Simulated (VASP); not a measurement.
# Ni3Ge (Cmmm) in VASP: a series of runs

The runs below take Ni3Ge through single point, with PBEsol.

Program: VASP 6.6.1. These are calculated values, not measurements. Logs are shortened: lines on timing, memory, paths and dates and some standing lists are left out, and cuts for length are marked.

## (1) The cell of the first run

The structure is orthorhombic, space group Cmmm (No. 65). Conventional cell: a = 4.910 Å, b = 5.060 Å, c = 3.525 Å, α = 90.00°, β = 90.00°, γ = 90.00°. Ni (site symmetry 2/m) has 8 Ni at 2.46 to 2.53 Å and 4 Ge at 2.49 Å within 3.2 Å. Within 3.2 Å of Ni (site symmetry mmm) lie 4 Ge at 2.46 to 2.53 Å and 8 Ni at 2.49 Å. Ge (site symmetry mmm) has 12 Ni at 2.46 to 2.53 Å within 3.2 Å.

## (2) Single point, PBEsol (strain +0.0300 x Voigt [0, 0, 0, 0, 0, 1])

INCAR

```
PREC = Accurate
ENCUT = 520
EDIFF = 1E-7
ISMEAR = 0
SIGMA = 0.15
LREAL = False
LASPH = True
NELM = 100
ALGO = Fast
ISIF = 2
LWAVE = False
LCHARG = True
GGA = PS
LELF = True
LVHAR = True
NBANDS = 30
```

KPOINTS

```
regular mesh
0
Gamma
  14 14 14
```

POSCAR

```
Ni3Ge
1.0
    3.5249142772      0.0528737142      0.0000000000
    0.0528737142      3.5249142772      0.0000000000
    0.0000000000      0.0000000000      3.5249142772
Ni Ge
3 1
Direct
    0.5000000000      0.0000000000      0.5000000000
    0.0000000000      0.5000000000      0.5000000000
    0.5000000000      0.5000000000      0.0000000000
    0.0000000000      0.0000000000      0.0000000000
```

Potentials or basis: VASP PAW PBE potentials, release 64 (Ni, Ge_d).

Launch:

```bash
$ cat potpaw_PBE.64/Ni/POTCAR potpaw_PBE.64/Ge_d/POTCAR > POTCAR
$ mpirun -np 1 vasp_std > vasp.out
```

OUTCAR:

```text
PREC = Accurate
   ENCUT = 520
   EDIFF = 1E-7
   ISMEAR = 0
   LREAL = False
   LASPH = True
   NELM = 100
   ISIF = 2
   GGA = PS

 ion  position               nearest neighbor table
   1  0.500  0.000  0.500-   2 2.46   2 2.46   3 2.49   4 2.49   3 2.49   3 2.49   3 2.49   4 2.49
                             4 2.49   4 2.49   2 2.53   2 2.53
   2  0.000  0.500  0.500-   1 2.46   1 2.46   3 2.49   4 2.49   3 2.49   4 2.49   4 2.49   4 2.49
                             3 2.49   3 2.49   1 2.53   1 2.53
   3  0.500  0.500  0.000-   4 2.46   4 2.46   1 2.49   2 2.49   1 2.49   1 2.49   1 2.49   2 2.49
                             2 2.49   2 2.49   4 2.53   4 2.53
   4  0.000  0.000  0.000-   3 2.46   3 2.46   1 2.49   2 2.49   2 2.49   1 2.49   2 2.49   1 2.49
                             2 2.49   1 2.49   3 2.53   3 2.53

  LATTYP: Found a base centered orthorhombic cell.
 ALAT       =     4.9102068533
 B/A-ratio  =     1.0304568528
 C/A-ratio  =     0.7178749048

  Lattice vectors:

 A1 = (  -0.0528737142,  -3.5249142772,   0.0000000000)
 A2 = (   3.5249142772,   0.0528737142,   0.0000000000)
 A3 = (   0.0000000000,   0.0000000000,   3.5249142772)

Analysis of symmetry for initial positions (statically):
=====================================================================
 Subroutine PRICEL returns:
 Original cell was already a primitive cell.

 Routine SETGRP: Setting up the symmetry group for a
 base centered orthorhombic supercell.

 Subroutine GETGRP returns: Found  8 space group operations
 (whereof  8 operations were pure point group operations)
 out of a pool of  8 trial point group operations.

The static configuration has the point symmetry D_2h.

Analysis of symmetry for dynamics (positions and initial velocities):
=====================================================================
 Subroutine PRICEL returns:
 Original cell was already a primitive cell.

 Routine SETGRP: Setting up the symmetry group for a
 base centered orthorhombic supercell.

 Subroutine GETGRP returns: Found  8 space group operations
 (whereof  8 operations were pure point group operations)
 out of a pool of  8 trial point group operations.

The dynamic configuration has the point symmetry D_2h.

 Subroutine INISYM returns: Found  8 space group operations
 (whereof  8 operations are pure point group operations),
 and found     1 'primitive' translations

----------------------------------------------------------------------------------------

                                     Primitive cell

  volume of cell :      43.7873

  direct lattice vectors                    reciprocal lattice vectors
     3.524914277  0.052873714  0.000000000     0.283758688 -0.004256380  0.000000000
     0.052873714  3.524914277  0.000000000    -0.004256380  0.283758688  0.000000000
     0.000000000  0.000000000  3.524914277     0.000000000  0.000000000  0.283694842

  length of vectors
     3.525310808  3.525310808  3.524914277     0.283790609  0.283790609  0.283694842

  position of ions in fractional coordinates (direct lattice)
     0.500000000  0.000000000  0.500000000
     0.000000000  0.500000000  0.500000000
     0.500000000  0.500000000  0.000000000
     0.000000000  0.000000000  0.000000000

  ion indices of the primitive-cell ions
   primitive index   ion index
                 1           1
                 2           2
                 3           3
                 4           4

----------------------------------------------------------------------------------------

 KPOINTS: regular mesh

Automatic generation of k-mesh.
 Grid dimensions read from file:
 generate k-points for:   14   14   14

 Generating k-lattice:

  Cartesian coordinates                     Fractional coordinates (reciprocal lattice)
     0.020268478 -0.000304027  0.000000000     0.071428571 -0.000000000  0.000000000
    -0.000304027  0.020268478  0.000000000    -0.000000000  0.071428571  0.000000000
     0.000000000  0.000000000  0.020263917     0.000000000  0.000000000  0.071428571

  Length of vectors
     0.020270758  0.020270758  0.020263917

  Shift w.r.t. Gamma in fractional coordinates (k-lattice)
     0.000000000  0.000000000  0.000000000

 Subroutine IBZKPT returns following result:
 ===========================================

 Found    456 irreducible k-points:

 Following reciprocal coordinates:
            Coordinates               Weight
  0.000000  0.000000  0.000000      1.000000
  0.071429  0.000000  0.000000      4.000000
  0.142857 -0.000000  0.000000      4.000000
  0.214286 -0.000000  0.000000      4.000000
  0.285714  0.000000  0.000000      4.000000
  0.357143  0.000000  0.000000      4.000000
[... 16 lines left out ...]
  0.214286  0.142857  0.000000      4.000000
  0.285714  0.142857  0.000000      4.000000
 [... further k-points ...]
   k-points           NKPTS =    456   k-points in BZ     NKDIM =    456   number of bands    NBANDS=     30
   number of dos      NEDOS =    301   number of ions     NIONS =      4
   total plane-waves  NPLWV =  21952
   dimension x,y,z NGX =    28 NGY =   28 NGZ =   28
   dimension x,y,z NGXF=    56 NGYF=   56 NGZF=   56
   ions per type =               3   1
   NGX,Y,Z   is equivalent  to a cutoff of  13.20, 13.20, 13.21 a.u.
   NGXF,Y,Z  is equivalent  to a cutoff of  26.41, 26.41, 26.41 a.u.
 SYSTEM =  unknown system
   PREC   = accura    normal or accurate (medium, high low for compatibility)
   ISTART =      0    job   : 0-new  1-cont  2-samecut
   ICHARG =      2    charge: 1-file 2-atom 10-const
   ISPIN  =      1    spin polarized calculation?
   LNONCOLLINEAR =      F non collinear calculations
   LSORBIT =      F    spin-orbit coupling
   LASPH  =      T    aspherical Exc in radial PAW
   ENCUT  =  520.0 eV  38.22 Ry    6.18 a.u.   6.55  6.55  6.55*2*pi/ulx,y,z
   NELM   =    100;   NELMIN=  2; NELMDL= -5     # of ELM steps
   EDIFF  = 0.1E-06   stopping-criterion for ELM
   LREAL  =      F    real-space projection
   EDIFFG = 0.1E-05   stopping-criterion for IOM
   NSW    =      0    number of steps for IOM
   IBRION =     -1    ionic relax: 0-MD 1-quasi-New 2-CG
   NFREE  =      0    steps in history (QN), initial steepest desc. (CG)
   ISIF   =      2    stress and relaxation
   ISYM   =      2    0-nonsym 1-usesym 2-fastsym
   POTIM  = 0.5000    time-step for ionic-motion
   TEBEG  =    0.0;   TEEND  =   0.0 temperature during run
   PSTRESS=    0.0 pullay stress
   NELECT =      44.0000    total number of electrons
   NUPDOWN=      -1.0000    fix difference up-down
   EMIN   =  10.00;   EMAX   =-10.00  energy-range for DOS
   EFERMI =   0.00;   METHOD = LEGACY
   ISMEAR =     0;   SIGMA  =   0.15  broadening in eV -4-tet -1-fermi 0-gaus
   EFERMI_NEDOS =   21; number of points for ismear=-14 and -15
   IALGO  =     68    algorithm
   IMIX   =      4    mixing-type and parameters
     AMIX     =   0.40;   BMIX     =  1.00
     AMIX_MAG =   1.60;   BMIX_MAG =  1.00
  volume/ion in A,a.u.               =      10.95        73.87
  Fermi-wavevector in a.u.,A,eV,Ry     =   1.639745  3.098669 36.582866  2.688765
  Thomas-Fermi vector in A             =   2.730499
   LORBIT       =      0    0 simple, 1 ext, 2 COOP (PROOUT), +10 PAW based schemes
   GGA     = PS    functional components
   LHFCALC =     F    Hartree Fock is set to
   AEXX    =    0.0000 exact exchange contribution
   IVDW    =     0    specifies the selected vdW correction
   LEPSILON=     F    determine dielectric tensor
   LRPA    =     F    only Hartree local field effects (RPA)
 non-spin polarized calculation
 RMM-DIIS sequential band-by-band and
 Gauss-broadening in eV      SIGMA  =   0.15
  energy-cutoff  :      520.00
  volume of cell :       43.79
 maximum number of plane-waves:      1197
 NGX is ok and might be reduce to    28
   NGX = 13   NGY = 13   NGZ = 13

 number of electron      43.9999965 magnetization

 Free energy of the ion-electron system (eV)
  ---------------------------------------------------
  ext. energy  EPLUGINS =         0.00000000
  ---------------------------------------------------
  free energy    TOTEN  =       -24.73591648 eV

  energy without entropy =      -24.71430838  energy(sigma->0) =      -24.72511243

 E-fermi :  10.2816     XC(G=0): -13.6785

 val. band max:       10.2804831935   @ k =  -0.4286   0.3571   0.4286
 cond. band min:      10.2896225305   @ k =   0.0714   0.0000   0.0000
 fundamental gap:      0.0091393370
 Fermi energy:        10.2815807142

 k-point     1 :       0.0000    0.0000    0.0000
  band No.  band energies     occupation
      1     -14.3181      2.00000
      2     -14.3180      2.00000
      3     -14.3064      2.00000
      4     -14.3034      2.00000
      5     -14.2996      2.00000
      6      -2.3302      2.00000
[... 22 lines left out ...]
     29      20.8395      0.00000
     30      21.1499      0.00000

 k-point     2 :       0.0714    0.0000    0.0000
  band No.  band energies     occupation
      1     -14.3179      2.00000
      2     -14.3167      2.00000
      3     -14.3064      2.00000
      4     -14.3035      2.00000
      5     -14.2996      2.00000
      6      -2.2720      2.00000
[... 22 lines left out ...]
     29      20.7147      0.00000
     30      21.0106      0.00000

 k-point     3 :       0.1429   -0.0000    0.0000
  band No.  band energies     occupation
      1     -14.3172      2.00000
      2     -14.3129      2.00000
      3     -14.3064      2.00000
      4     -14.3035      2.00000
      5     -14.2995      2.00000
      6      -2.0992      2.00000
[... 22 lines left out ...]
     29      20.2338      0.00000
     30      20.5729      0.00000

 k-point     4 :       0.2143   -0.0000    0.0000
  band No.  band energies     occupation
      1     -14.3163      2.00000
      2     -14.3074      2.00000
      3     -14.3063      2.00000
      4     -14.3036      2.00000
      5     -14.2994      2.00000
      6      -1.8190      2.00000
[... 616 lines left out ...]
     29      20.2165      0.00000
     30      21.3960      0.00000

 k-point    23 :       0.2143    0.1429    0.0000
  band No.  band energies     occupation
      1     -14.3132      2.00000
      2     -14.3062      2.00000
      3     -14.3054      2.00000
      4     -14.3047      2.00000
      5     -14.2996      2.00000
      6      -1.6173      2.00000
[... 22 lines left out ...]
     29      19.6742      0.00000
     30      21.1738      0.00000

 k-point    24 :       0.2857    0.1429    0.0000
  band No.  band energies     occupation
      1     -14.3121      2.00000
      2     -14.3062      2.00000
      3     -14.3057      2.00000
      4     -14.2995      2.00000
      5     -14.2992      2.00000
      6      -1.2579      2.00000
[... 22 lines left out ...]
     29      19.8338      0.00000
     30      21.6036      0.00000

 [... further k-points ...]

------------------------ aborting loop because EDIFF is reached ----------------------------------------

  FORCE on cell =-STRESS in cart. coord.  units (eV):
  Direction    XX          YY          ZZ          XY          YZ          ZX
  --------------------------------------------------------------------------------------
  -------------------------------------------------------------------------------------
  Total        0.1646372      0.1646372      0.0608847     -0.9977558      0.0000000      0.0000000
  in kB        6.0240799      6.0240799      2.2277733    -36.5079031      0.0000000      0.0000000
  external PRESSURE =       4.7586443 kB  Pullay stress =       0.0000000 kB

 VOLUME and BASIS-vectors are now :
 -----------------------------------------------------------------------------
  energy-cutoff  :      520.00
  volume of cell :       43.79
      direct lattice vectors                 reciprocal lattice vectors
     3.524914277  0.052873714  0.000000000     0.283758688 -0.004256380  0.000000000
     0.052873714  3.524914277  0.000000000    -0.004256380  0.283758688  0.000000000
     0.000000000  0.000000000  3.524914277     0.000000000  0.000000000  0.283694842

 POSITION                                       TOTAL-FORCE (eV/Angst)
 -----------------------------------------------------------------------------------
      1.76246      0.02644      1.76246         0.000000      0.000000      0.000000
      0.02644      1.76246      1.76246         0.000000      0.000000      0.000000
      1.78889      1.78889      0.00000        -0.000000      0.000000      0.000000
      0.00000      0.00000      0.00000         0.000000      0.000000      0.000000
 -----------------------------------------------------------------------------------
    total drift:                                0.000000      0.000000      0.000000

  FREE ENERGIE OF THE ION-ELECTRON SYSTEM (eV)
  ---------------------------------------------------
  free  energy   TOTEN  =       -24.7359164762 eV

  energy  without entropy=      -24.7143083845  energy(sigma->0) =      -24.72511243
```

It took 5.8 min on 1 thread of Intel Xeon 6975P-C (Granite Rapids), shared host; peak memory 0.57 GiB.

Results:

```
Free energy            : -24.7359 eV
Pressure               : 0.5 GPa
Band gap on the k mesh : zero (bands 22 and 23 overlap by 0.26 eV)
```

Caveat: the cell differs from its parent crystal (strain +0.0300 x Voigt [0, 0, 0, 0, 0, 1]); the PAW data sets were made with another functional, which shifts forces and pressure a little.

## (3) Single point, PBEsol (strain +0.0150 x Voigt [0, 0, 0, 0, 0, 1])

INCAR

```
SYSTEM = Ni3Ge
  ALGO = Fast
  EDIFF = 1E-6
  ENCUT = 520
  GGA = PS
  ISIF = 2
  ISMEAR = 0
  LASPH = .True.
  LCHARG = .False.
  LREAL = .False.
  LWAVE = .False.
  NBANDS = 30
  NELM = 100
  PREC = Accurate
  SIGMA = 0.15
```

KPOINTS

```
k-points
0
Gamma
  14 14 14
  0 0 0
```

POSCAR, as its differences from that of step 2:

```diff
@@ -2,4 +2,4 @@
 1.0
-    3.5249142772      0.0528737142      0.0000000000
-    0.0528737142      3.5249142772      0.0000000000
+    3.5249142772      0.0264368571      0.0000000000
+    0.0264368571      3.5249142772      0.0000000000
     0.0000000000      0.0000000000      3.5249142772
```

Potentials or basis: VASP PAW PBE potentials, release 64 (Ni, Ge_d).

Launch:

```bash
$ cat potpaw_PBE.64/Ni/POTCAR potpaw_PBE.64/Ge_d/POTCAR > POTCAR
$ mpirun -np 1 vasp_std > vasp.out
```

OUTCAR:

```text
SYSTEM = Ni3Ge
   EDIFF = 1E-6
   ENCUT = 520
   GGA = PS
   ISIF = 2
   ISMEAR = 0
   LASPH = .True.
   LREAL = .False.
   NELM = 100
   PREC = Accurate

 ion  position               nearest neighbor table
   1  0.500  0.000  0.500-   2 2.47   2 2.47   3 2.49   4 2.49   3 2.49   3 2.49   3 2.49   4 2.49
                             4 2.49   4 2.49   2 2.51   2 2.51
   2  0.000  0.500  0.500-   1 2.47   1 2.47   3 2.49   4 2.49   3 2.49   4 2.49   4 2.49   4 2.49
                             3 2.49   3 2.49   1 2.51   1 2.51
[... 1001 lines left out ...]
  --------------------------------------------------------------------------------------
  -------------------------------------------------------------------------------------
  Total        0.1453547      0.1453547      0.1182467     -0.4973264      0.0000000      0.0000000
  in kB        5.3176351      5.3176351      4.3259195    -18.1941125      0.0000000      0.0000000
  external PRESSURE =       4.9870632 kB  Pullay stress =       0.0000000 kB

 VOLUME and BASIS-vectors are now :
 -----------------------------------------------------------------------------
  energy-cutoff  :      520.00
  volume of cell :       43.79
      direct lattice vectors                 reciprocal lattice vectors
     3.524914277  0.026436857  0.000000000     0.283710801 -0.002127831  0.000000000
     0.026436857  3.524914277  0.000000000    -0.002127831  0.283710801  0.000000000
     0.000000000  0.000000000  3.524914277     0.000000000  0.000000000  0.283694842

 POSITION                                       TOTAL-FORCE (eV/Angst)
 -----------------------------------------------------------------------------------
      1.76246      0.01322      1.76246        -0.000000      0.000000      0.000000
      0.01322      1.76246      1.76246        -0.000000      0.000000      0.000000
      1.77568      1.77568      0.00000         0.000000      0.000000      0.000000
      0.00000      0.00000      0.00000        -0.000000      0.000000      0.000000
 -----------------------------------------------------------------------------------
    total drift:                                0.000000      0.000000      0.000000

  FREE ENERGIE OF THE ION-ELECTRON SYSTEM (eV)
  ---------------------------------------------------
  free  energy   TOTEN  =       -24.7471178931 eV

  energy  without entropy=      -24.7255788693  energy(sigma->0) =      -24.73634838
```

stdout:

```text
POSCAR found type information on POSCAR NiGe
 POSCAR found :  2 types and       4 ions
 scaLAPACK will be used
 -----------------------------------------------------------------------------
|                                                                             |
|                                                                             |
|     You enforced a specific xc type in the INCAR file but a different       |
|     I HOPE YOU KNOW WHAT YOU ARE DOING!                                     |
|                                                                             |
 -----------------------------------------------------------------------------

 LDA part: xc-table for (Slater+PW92), standard interpolation
 POSCAR, INCAR and KPOINTS ok, starting setup
 FFT: planning ... GRIDC
 FFT: planning ... GRID_SOFT
 FFT: planning ... GRID
 WAVECAR not read
 entering main loop
WARNING in EDDRMM: call to ZHEGV failed, returncode =   6  3     13
WARNING in EDDRMM: call to ZHEGV failed, returncode =   6  3     21
WARNING in EDDRMM: call to ZHEGV failed, returncode =   6  3     14
WARNING in EDDRMM: call to ZHEGV failed, returncode =   8  4     28
WARNING in EDDRMM: call to ZHEGV failed, returncode =   6  3     11
WARNING in EDDRMM: call to ZHEGV failed, returncode =   8  4     27
WARNING in EDDRMM: call to ZHEGV failed, returncode =   6  3     19
WARNING in EDDRMM: call to ZHEGV failed, returncode =   6  3      8
WARNING in EDDRMM: call to ZHEGV failed, returncode =   6  3     17
```

Run time: 18 min. Hardware: 1 thread of Oxide Virtual Turin-like, shared host; peak memory 0.53 GiB.

What came out:

| Item | Value |
| --- | --- |
| Free energy | -24.7471 eV |
| Pressure | 0.5 GPa |
| Band gap on the k mesh | zero (bands 22 and 23 overlap by 0.23 eV) |

Stress tensor (GPa, compression positive):
```
 0.53 -1.82  0.00
-1.82  0.53  0.00
 0.00  0.00  0.43
```

Caveat: the cell differs from its parent crystal (strain +0.0150 x Voigt [0, 0, 0, 0, 0, 1]); the PAW data sets were made with another functional, which shifts forces and pressure a little. Spin polarisation is off, so any magnetic state and its effect on volume and gap are missing.

(Part 1 of 2 ends here.)
